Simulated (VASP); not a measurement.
Lu2AlN3, 6 atoms in the cell. Symmetry: Cmmm, No. 65, orthorhombic system. Conventional cell: a = 5.239 Å, b = 8.798 Å, c = 4.064 Å, α = 90.00°, β = 90.00°, γ = 90.00°. Within 3.4 Å of Lu (site symmetry 2/m) lie 6 N at 2.54 to 2.56 Å and 2 Lu at 2.62 Å and 4 Al at 3.27 Å. Within 3.9 Å of Al (site symmetry mmm) lie 10 N at 2.98 to 3.32 Å and 8 Lu at 3.27 Å. N (site symmetry m2m) has 5 N at 2.48 to 3.05 Å and 4 Lu at 2.54 Å and 3 Al at 2.98 Å within 3.3 Å. Within 3.4 Å of N (site symmetry mmm) lie 4 N at 2.48 Å and 4 Lu at 2.56 Å and 4 Al at 3.32 Å. The cell was built from a structure type or drawn by symmetry, and may not be a known phase.

```yaml
Program: VASP 6.6.1
Task: single point
Functional: PBE
Potentials_or_basis: VASP PAW PBE potentials, release 64 (Lu, Al, N)
Cutoff: 520 eV
k_mesh: 4 × 4 × 4
Occupations: gaussian, width 0.1 eV
Spin: no spin polarisation
Dipole_correction: no
Further_INCAR_settings: ALGO = Normal; EDIFF = 1e-06; NBANDS = 43
```

Potentials or basis: VASP PAW PBE potentials, release 64 (Lu, Al, N).

The run is started by

```bash
$ cat potpaw_PBE.64/Lu/POTCAR potpaw_PBE.64/Al/POTCAR potpaw_PBE.64/N/POTCAR > POTCAR
$ mpirun -np 1 vasp_std > vasp.out
```

Hardware: 1 thread of AMD EPYC 9R45 (Zen 5) (shared host).

Problem. How long does it take, and how much memory?

Solution. It took 59 s on 1 thread of AMD EPYC 9R45 (Zen 5) (shared host), peak memory 0.21 GiB. Counts: scf iterations 15, k points 21.
